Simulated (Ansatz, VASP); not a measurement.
**BN in VASP and in Ansatz**

```
B N
1.0
     0.00000   -1.81239   -1.81239
    -1.81239    0.00000   -1.81239
     1.81239    1.81239   -3.62479
B N
2 2
Direct
  0.02856 0.02430 0.00000
  0.47144 0.47570 0.50000
  0.40422 0.39987 0.87500
  0.84578 0.85013 0.37500
```

Change from the starting cell: mode 4 frozen in at -0.085 Å and mode 5 at -0.085 Å (largest displacements).

Alike in both runs: task single point; functional PBE; k mesh 6 × 6 × 6; occupations gaussian, width 0.05 eV; no spin polarisation.

|  | VASP | Ansatz |
| --- | --- | --- |
| version | VASP 6.6.1 | Ansatz 0.2.0 |
| potentials or method | VASP PAW PBE potentials, release 64 (B, N), cutoff 520 eV | scalar-relativistic, plane waves, PAW |
| valence electrons in the cell | 16 | 16 |

VASP gave:

- gap on the k mesh at the Fermi level (eV): 4.18
- least direct gap on the mesh (eV): 6.17
- pressure (GPa): -0.2
- traceless stress, the component that is largest in VASP (GPa): -3.25
- rms of the force components (eV/Å): 0.736

Which values does Ansatz return?

gap on the k mesh at the Fermi level (eV): 4.19; least direct gap on the mesh (eV): 6.18; pressure (GPa): -0.4; traceless stress, the component that is largest in VASP (GPa): -3.25; rms of the force components (eV/Å): 0.737.

Atom by atom the forces differ by 0.001 eV/Å (rms over components).

The k mesh is coarse, so the values compare programs but aren't converged.
